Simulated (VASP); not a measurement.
# MgO (Fm-3m) in VASP: further runs

The runs below take MgO through single point, with PBE.

Everything below comes from runs of VASP 6.6.1. Logs are shortened: lines on timing, memory, paths and dates and some standing lists are left out, and cuts for length are marked.

## (1) The cell of the first run

It takes space group Fm-3m (No. 225, cubic). The conventional cell has a = 4.411 Å, b = 4.411 Å, c = 4.411 Å, α = 90.00°, β = 90.00°, γ = 90.00°. Mg (site symmetry m-3m) has 6 O at 2.21 Å within 2.9 Å. Within 2.9 Å of O (site symmetry m-3m) lie 6 Mg at 2.21 Å.

## (2) Single point, PBE

INCAR

```
ALGO = Normal
EDIFF = 1E-6
ENCUT = 520
GGA = PE
ISIF = 2
ISMEAR = -1
LASPH = True
LCHARG = False
LREAL = False
LWAVE = False
NBANDS = 11
NELM = 80
PREC = Accurate
SIGMA = 0.05
```

KPOINTS

```
k-points
0
Gamma
  9 9 9
```

POSCAR

```
MgO
1.0
    0.0000000000      2.2056000000      2.2056000000
    2.2056000000      0.0000000000      2.2056000000
    2.2056000000      2.2056000000      0.0000000000
Mg O
1 1
Direct
    0.0000000000      0.0000000000      0.0000000000
    0.5000000000      0.5000000000      0.5000000000
```

Potentials or basis: VASP PAW PBE potentials, release 64 (Mg, O).

Command:

```sh
$ cat potpaw_PBE.64/Mg/POTCAR potpaw_PBE.64/O/POTCAR > POTCAR
$ mpirun -np 1 vasp_std > vasp.out
```

OUTCAR:

```text
EDIFF = 1E-6
   ENCUT = 520
   GGA = PE
   ISIF = 2
   ISMEAR = -1
   LASPH = True
   LREAL = False
   NELM = 80
   PREC = Accurate

 ion  position               nearest neighbor table
   1  0.000  0.000  0.000-   2 2.21   2 2.21   2 2.21   2 2.21   2 2.21   2 2.21
   2  0.500  0.500  0.500-   1 2.21   1 2.21   1 2.21   1 2.21   1 2.21   1 2.21

  LATTYP: Found a face centered cubic cell.
 ALAT       =     4.4112000000

  Lattice vectors:

 A1 = (   0.0000000000,   2.2056000000,   2.2056000000)
 A2 = (   2.2056000000,   0.0000000000,   2.2056000000)
 A3 = (   2.2056000000,   2.2056000000,   0.0000000000)

Analysis of symmetry for initial positions (statically):
=====================================================================
 Subroutine PRICEL returns:
 Original cell was already a primitive cell.

 Routine SETGRP: Setting up the symmetry group for a
 face centered cubic supercell.

 Subroutine GETGRP returns: Found 48 space group operations
 (whereof 48 operations were pure point group operations)
 out of a pool of 48 trial point group operations.

The static configuration has the point symmetry O_h .

Analysis of symmetry for dynamics (positions and initial velocities):
=====================================================================
 Subroutine PRICEL returns:
 Original cell was already a primitive cell.

 Routine SETGRP: Setting up the symmetry group for a
 face centered cubic supercell.

 Subroutine GETGRP returns: Found 48 space group operations
 (whereof 48 operations were pure point group operations)
 out of a pool of 48 trial point group operations.

The dynamic configuration has the point symmetry O_h .

 Subroutine INISYM returns: Found 48 space group operations
 (whereof 48 operations are pure point group operations),
 and found     1 'primitive' translations

----------------------------------------------------------------------------------------

                                     Primitive cell

  volume of cell :      21.4590

  direct lattice vectors                    reciprocal lattice vectors
     0.000000000  2.205600000  2.205600000    -0.226695684  0.226695684  0.226695684
     2.205600000  0.000000000  2.205600000     0.226695684 -0.226695684  0.226695684
     2.205600000  2.205600000  0.000000000     0.226695684  0.226695684 -0.226695684

  length of vectors
     3.119189433  3.119189433  3.119189433     0.392648442  0.392648442  0.392648442

  position of ions in fractional coordinates (direct lattice)
     0.000000000  0.000000000  0.000000000
     0.500000000  0.500000000  0.500000000

  ion indices of the primitive-cell ions
   primitive index   ion index
                 1           1
                 2           2

----------------------------------------------------------------------------------------

 KPOINTS: k-points

Automatic generation of k-mesh.
 Grid dimensions read from file:
 generate k-points for:    9    9    9

 Generating k-lattice:

  Cartesian coordinates                     Fractional coordinates (reciprocal lattice)
    -0.025188409  0.025188409  0.025188409     0.111111111  0.000000000  0.000000000
     0.025188409 -0.025188409  0.025188409     0.000000000  0.111111111  0.000000000
     0.025188409  0.025188409 -0.025188409     0.000000000  0.000000000  0.111111111

  Length of vectors
     0.043627605  0.043627605  0.043627605

  Shift w.r.t. Gamma in fractional coordinates (k-lattice)
     0.000000000  0.000000000  0.000000000

 Subroutine IBZKPT returns following result:
 ===========================================

 Found     35 irreducible k-points:

 Following reciprocal coordinates:
            Coordinates               Weight
  0.000000  0.000000  0.000000      1.000000
  0.111111  0.000000  0.000000      8.000000
  0.222222  0.000000  0.000000      8.000000
  0.333333  0.000000  0.000000      8.000000
  0.444444  0.000000  0.000000      8.000000
  0.111111  0.111111  0.000000      6.000000
[... 16 lines left out ...]
 -0.333333  0.333333  0.000000     12.000000
  0.444444  0.444444  0.000000      6.000000
 [... further k-points ...]
   k-points           NKPTS =     35   k-points in BZ     NKDIM =     35   number of bands    NBANDS=     11
   number of dos      NEDOS =    301   number of ions     NIONS =      2
   total plane-waves  NPLWV =  13824
   dimension x,y,z NGX =    24 NGY =   24 NGZ =   24
   dimension x,y,z NGXF=    48 NGYF=   48 NGZF=   48
   ions per type =               1   1
   NGX,Y,Z   is equivalent  to a cutoff of  12.79, 12.79, 12.79 a.u.
   NGXF,Y,Z  is equivalent  to a cutoff of  25.58, 25.58, 25.58 a.u.
 SYSTEM =  unknown system
   PREC   = accura    normal or accurate (medium, high low for compatibility)
   ISTART =      0    job   : 0-new  1-cont  2-samecut
   ICHARG =      2    charge: 1-file 2-atom 10-const
   ISPIN  =      1    spin polarized calculation?
   LNONCOLLINEAR =      F non collinear calculations
   LSORBIT =      F    spin-orbit coupling
   LASPH  =      T    aspherical Exc in radial PAW
   ENCUT  =  520.0 eV  38.22 Ry    6.18 a.u.   5.80  5.80  5.80*2*pi/ulx,y,z
   NELM   =     80;   NELMIN=  2; NELMDL= -5     # of ELM steps
   EDIFF  = 0.1E-05   stopping-criterion for ELM
   LREAL  =      F    real-space projection
   EDIFFG = 0.1E-04   stopping-criterion for IOM
   NSW    =      0    number of steps for IOM
   IBRION =     -1    ionic relax: 0-MD 1-quasi-New 2-CG
   NFREE  =      0    steps in history (QN), initial steepest desc. (CG)
   ISIF   =      2    stress and relaxation
   ISYM   =      2    0-nonsym 1-usesym 2-fastsym
   POTIM  = 0.5000    time-step for ionic-motion
   TEBEG  =    0.0;   TEEND  =   0.0 temperature during run
   PSTRESS=    0.0 pullay stress
   NELECT =       8.0000    total number of electrons
   NUPDOWN=      -1.0000    fix difference up-down
   EMIN   =  10.00;   EMAX   =-10.00  energy-range for DOS
   EFERMI =   0.00;   METHOD = LEGACY
   ISMEAR =    -1;   SIGMA  =   0.05  broadening in eV -4-tet -1-fermi 0-gaus
   EFERMI_NEDOS =   21; number of points for ismear=-14 and -15
   IALGO  =     38    algorithm
   IMIX   =      4    mixing-type and parameters
     AMIX     =   0.40;   BMIX     =  1.00
     AMIX_MAG =   1.60;   BMIX_MAG =  1.00
  volume/ion in A,a.u.               =      10.73        72.41
  Fermi-wavevector in a.u.,A,eV,Ry     =   1.178243  2.226556 18.888366  1.388256
  Thomas-Fermi vector in A             =   2.314575
   LORBIT       =      0    0 simple, 1 ext, 2 COOP (PROOUT), +10 PAW based schemes
   GGA     = PE    functional components
   LHFCALC =     F    Hartree Fock is set to
   AEXX    =    0.0000 exact exchange contribution
   IVDW    =     0    specifies the selected vdW correction
   LEPSILON=     F    determine dielectric tensor
   LRPA    =     F    only Hartree local field effects (RPA)
 non-spin polarized calculation
  energy-cutoff  :      520.00
  volume of cell :       21.46
 maximum number of plane-waves:       589
   NGX = 11   NGY = 11   NGZ = 11

 number of electron       7.9999997 magnetization

 Free energy of the ion-electron system (eV)
  ---------------------------------------------------
  ext. energy  EPLUGINS =         0.00000000
  ---------------------------------------------------
  free energy    TOTEN  =       -11.80561489 eV

  energy without entropy =      -11.80561489  energy(sigma->0) =      -11.80561489

 E-fermi :   3.2282     XC(G=0): -10.4411

 val. band max:        2.2219664071   @ k =   0.0000   0.0000   0.0000
 cond. band min:       5.7133250412   @ k =   0.0000   0.0000   0.0000
 fundamental gap:      3.4913586341
 Fermi energy:         3.2281874002

 k-point     1 :       0.0000    0.0000    0.0000
  band No.  band energies     occupation
      1     -14.3911      2.00000
      2       2.2220      2.00000
      3       2.2220      2.00000
      4       2.2220      2.00000
      5       5.7133      0.00000
      6      17.2307      0.00000
      7      17.2307      0.00000
      8      17.2307      0.00000
      9      20.8002      0.00000
     10      22.4194      0.00000
     11      22.4194      0.00000

 k-point     2 :       0.1111    0.0000    0.0000
  band No.  band energies     occupation
      1     -14.2906      2.00000
      2       1.4700      2.00000
      3       2.1574      2.00000
      4       2.1574      2.00000
      5       6.4821      0.00000
      6      15.8258      0.00000
      7      17.4559      0.00000
      8      17.4559      0.00000
      9      21.3469      0.00000
     10      21.3469      0.00000
     11      22.3022      0.00000

 k-point     3 :       0.2222    0.0000    0.0000
  band No.  band energies     occupation
      1     -14.0228      2.00000
      2       0.1349      2.00000
      3       1.9994      2.00000
      4       1.9994      2.00000
      5       7.8150      0.00000
      6      14.2023      0.00000
      7      17.7387      0.00000
      8      17.7387      0.00000
      9      20.7813      0.00000
     10      20.7813      0.00000
     11      22.1935      0.00000

 k-point     4 :       0.3333    0.0000    0.0000
  band No.  band energies     occupation
      1     -13.6921      2.00000
      2      -1.0443      2.00000
      3       1.8286      2.00000
      4       1.8286      2.00000
      5       8.8301      0.00000
      6      13.4008      0.00000
      7      17.4883      0.00000
      8      17.4883      0.00000
      9      21.5392      0.00000
     10      21.6245      0.00000
     11      21.6245      0.00000
[... 239 lines left out ...]
 k-point    22 :      -0.4444    0.3333    0.0000
  band No.  band energies     occupation
      1     -13.2304      2.00000
      2      -0.9682      2.00000
      3       0.1965      2.00000
      4       1.2399      2.00000
      5      11.3879      0.00000
      6      12.3440      0.00000
      7      13.6695      0.00000
      8      18.5432      0.00000
      9      18.7720      0.00000
     10      26.0260      0.00000
     11      26.7456      0.00000

 k-point    23 :      -0.3333    0.3333    0.0000
  band No.  band energies     occupation
      1     -13.2438      2.00000
      2      -0.5881      2.00000
      3      -0.4143      2.00000
      4       1.3913      2.00000
      5      11.6437      0.00000
      6      13.0782      0.00000
      7      13.3290      0.00000
      8      18.2295      0.00000
      9      19.3730      0.00000
     10      23.9629      0.00000
     11      27.3513      0.00000

 k-point    24 :       0.4444    0.4444    0.0000
  band No.  band energies     occupation
      1     -13.2516      2.00000
      2      -1.2679      2.00000
      3       1.0873      2.00000
      4       1.0873      2.00000
      5      10.7359      0.00000
      6      11.2366      0.00000
      7      13.9333      0.00000
      8      19.1180      0.00000
      9      19.1181      0.00000
     10      25.1762      0.00000
     11      26.9689      0.00000

 [... further k-points ...]
[... 5 lines left out ...]
  --------------------------------------------------------------------------------------
  -------------------------------------------------------------------------------------
  Total       -1.8366324     -1.8366324     -1.8366324      0.0000000     -0.0000000      0.0000000
  in kB     -137.1268683   -137.1268683   -137.1268683      0.0000000     -0.0000000      0.0000000
  external PRESSURE =    -137.1268683 kB  Pullay stress =       0.0000000 kB

 VOLUME and BASIS-vectors are now :
 -----------------------------------------------------------------------------
  energy-cutoff  :      520.00
  volume of cell :       21.46
      direct lattice vectors                 reciprocal lattice vectors
     0.000000000  2.205600000  2.205600000    -0.226695684  0.226695684  0.226695684
     2.205600000  0.000000000  2.205600000     0.226695684 -0.226695684  0.226695684
     2.205600000  2.205600000  0.000000000     0.226695684  0.226695684 -0.226695684

 POSITION                                       TOTAL-FORCE (eV/Angst)
 -----------------------------------------------------------------------------------
      0.00000      0.00000      0.00000         0.000000     -0.000000      0.000000
      2.20560      2.20560      2.20560        -0.000000      0.000000      0.000000
 -----------------------------------------------------------------------------------
    total drift:                               -0.000000     -0.000000      0.000000

  FREE ENERGIE OF THE ION-ELECTRON SYSTEM (eV)
  ---------------------------------------------------
  free  energy   TOTEN  =       -11.8056148870 eV

  energy  without entropy=      -11.8056148869  energy(sigma->0) =      -11.80561489
```

Run time: 4 s. Hardware: 1 thread of Intel Xeon 6975P-C (Granite Rapids), shared host; peak memory 0.14 GiB.

Results:

* Free energy: -11.8056 eV
* Pressure: -13.7 GPa
* Band gap on the k mesh: 3.49 eV, direct

As with any semilocal functional, this PBE gap is likely too small.

## (3) Single point, PBE

INCAR

```
SYSTEM = MgO
PREC = Accurate
ENCUT = 600
EDIFF = 1E-6
ISMEAR = -1
SIGMA = 0.05
LREAL = .False.
LASPH = .True.
NELM = 120
ALGO = Normal
ISIF = 2
LWAVE = .False.
LCHARG = .False.
GGA = PE
NBANDS = 11
GGA_COMPAT = .False.
```

KPOINTS

```
regular mesh
0
Gamma
  9 9 9
  0 0 0
```

POSCAR is that of step 2.

Potentials or basis: VASP PAW PBE potentials, release 64 (Mg, O).

Command:

```sh
$ cat potpaw_PBE.64/Mg/POTCAR potpaw_PBE.64/O/POTCAR > POTCAR
$ mpirun -np 1 vasp_std > vasp.out
```

Run time: 8.2 s. Hardware: 1 thread of Intel Xeon 6975P-C (Granite Rapids), shared host; peak memory 0.15 GiB.

The run converged. Its results:

| Item | Value |
| --- | --- |
| Free energy | -11.8080 eV |
| Pressure | -13.9 GPa |
| Band gap on the k mesh | 3.49 eV, direct |

Levels at points of the mesh, in eV from the valence-band top:
| k point | band 2 | band 3 | band 4 | band 5 | band 6 | band 7 |
| --- | --- | --- | --- | --- | --- | --- |
| (0.00, 0.00, 0.00) | 0.00 | 0.00 | 0.00 | 3.49 | 15.01 | 15.01 |

PBE gaps usually lie below the measured ones, often by a third to a half.

## (4) Single point, PBE

INCAR

```
  ALGO = Normal
  EDIFF = 1E-6
  ENCUT = 600
  GGA = PE
  GGA_COMPAT = False
  ISIF = 2
  ISMEAR = 1
  LASPH = True
  LCHARG = False
  LREAL = False
  LWAVE = False
  NBANDS = 11
  NELM = 120
  PREC = Accurate
  SIGMA = 0.3
```

KPOINTS

```
k-points
0
Gamma
  9 9 9
```

POSCAR is that of step 3.

Command:

```sh
$ cat potpaw_PBE.64/Mg/POTCAR potpaw_PBE.64/O/POTCAR > POTCAR
$ mpirun -np 1 vasp_std > vasp.out
```

It took 8.4 s on 1 thread of Intel Xeon 6975P-C (Granite Rapids), shared host; peak memory 0.15 GiB.

It converged, with:

```yaml
Free_energy: -11.8052 eV
Pressure: -14.0 GPa
Band_gap_on_the_k_mesh: 3.49 eV, direct
```

Levels at points of the mesh, in eV from the valence-band top:
| k point | band 1 | band 2 | band 3 | band 4 | band 5 | band 6 | band 7 | band 8 | band 9 |
| --- | --- | --- | --- | --- | --- | --- | --- | --- | --- |
| (0.00, 0.00, 0.00) | -16.61 | 0.00 | 0.00 | 0.00 | 3.49 | 15.01 | 15.01 | 15.01 | 18.58 |

## (5) Single point, PBE

INCAR

```
ALGO = Normal ; EDIFF = 1E-6
ENCUT = 600 ; GGA = PE
GGA_COMPAT = F ; ISIF = 2
ISMEAR = 0 ; LASPH = T
LCHARG = T ; LELF = T
LREAL = F ; LVHAR = T
LWAVE = F ; NBANDS = 11
NELM = 120 ; PREC = Accurate
SIGMA = 0.01
```

KPOINTS is that of step 4.

POSCAR is that of step 4.

Command:

```sh
$ cat potpaw_PBE.64/Mg/POTCAR potpaw_PBE.64/O/POTCAR > POTCAR
$ mpirun -np 1 vasp_std > vasp.out
```

Wall time 8.1 s (1 thread of Intel Xeon 6975P-C (Granite Rapids), shared host); peak memory 0.15 GiB.

The run converged. Its results:

```yaml
Free_energy: -11.8080 eV
Pressure: -13.9 GPa
Band_gap_on_the_k_mesh: 3.49 eV, direct
```

Levels at points of the mesh, in eV from the valence-band top:
```
           k point  band 1  band 2  band 3  band 4  band 5  band 6  band 7  band 8
(0.00, 0.00, 0.00)  -16.61    0.00    0.00    0.00    3.49   15.01   15.01   15.01
```

PBE gaps usually lie below the measured ones, often by a third to a half.

## (6) Summary

| cutoff (eV) | smearing | gap on the mesh (eV) | pressure (GPa) |
| --- | --- | --- | --- |
| 520 | fermi-dirac 0.05 eV | 3.49 | -13.7 |
| 600 | fermi-dirac 0.05 eV | 3.49 | -13.9 |
| 600 | methfessel-paxton 0.3 eV | 3.49 | -14.0 |
| 600 | gaussian 0.01 eV | 3.49 | -13.9 |

Alike in all rows: task single point; level PBE; potentials or basis VASP PAW PBE potentials, release 64 (Mg, O); no spin polarisation; cell as given; k mesh 9 × 9 × 9.

On the cell as given the gap runs from 3.49 eV (PBE) to 3.49 eV (PBE).

Absolute energies hang on the potentials; compare differences alone.
